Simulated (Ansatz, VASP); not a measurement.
TePb: VASP beside Ansatz

The input INCAR:

```
PREC = Accurate
ENCUT = 520
EDIFF = 1E-7
ISMEAR = -1
SIGMA = 0.1
LREAL = False
LASPH = True
NELM = 100
ALGO = Normal
ISIF = 2
LWAVE = False
LCHARG = False
GGA = PE
NBANDS = 17
```

File KPOINTS:

```
Automatic mesh
0
Gamma
  11 11 11
```

Contents of POSCAR:

```
TePb
1.0
    3.9961849834      0.0000000000      0.0000000000
    0.0000000000      3.9961849834      0.0000000000
    0.0000000000      0.0000000000      3.9961849834
Pb Te
1 1
Direct
    0.0000000000      0.0000000000      0.0000000000
    0.5000000000      0.5000000000      0.5000000000
```

Input for Ansatz:

```yaml
crystal:
  lattice:
    - [3.9961849834, 0.0, 0.0]
    - [0.0, 3.9961849834, 0.0]
    - [0.0, 0.0, 3.9961849834]
  atoms:
    - { symbol: Pb, position: [0.0, 0.0, 0.0] }
    - { symbol: Te, position: [0.5, 0.5, 0.5] }
kpoints:
  mp_grid: { grid: [11, 11, 11] }
scf:
  occupations: { method: fermi_dirac, width: 0.1 }
hamiltonian:
  xc: pbe
  pseudopotentials: { kind: nc }
output:
  forces: true
  stress: true
  eigenvalues: true
```

Change from the starting cell: volume scaled by 1, norm-conserving files.

Alike in both runs: task single point; functional PBE; k mesh 11 × 11 × 11; occupations fermi-dirac, width 0.1 eV; no spin polarisation.

|  | VASP | Ansatz |
| --- | --- | --- |
| version | VASP 6.6.1 | Ansatz 0.2.0 |
| potentials or method | VASP PAW PBE potentials, release 64 (Pb_d, Te) | norm-conserving pseudopotentials, scalar-relativistic |
| plane-wave cutoff (eV) | 520 | 1120 |
| valence electrons in the cell | 20 | 30 |

|  | VASP | Ansatz | Ansatz less VASP |
| --- | --- | --- | --- |
| pressure (GPa) | 0.0 | 0.1 | +0.07 |

VASP's potentials hold 20 valence electrons a cell and Ansatz's 30, so a difference there can come from the potentials and not from the codes.

Neither program's run includes spin-orbit coupling.
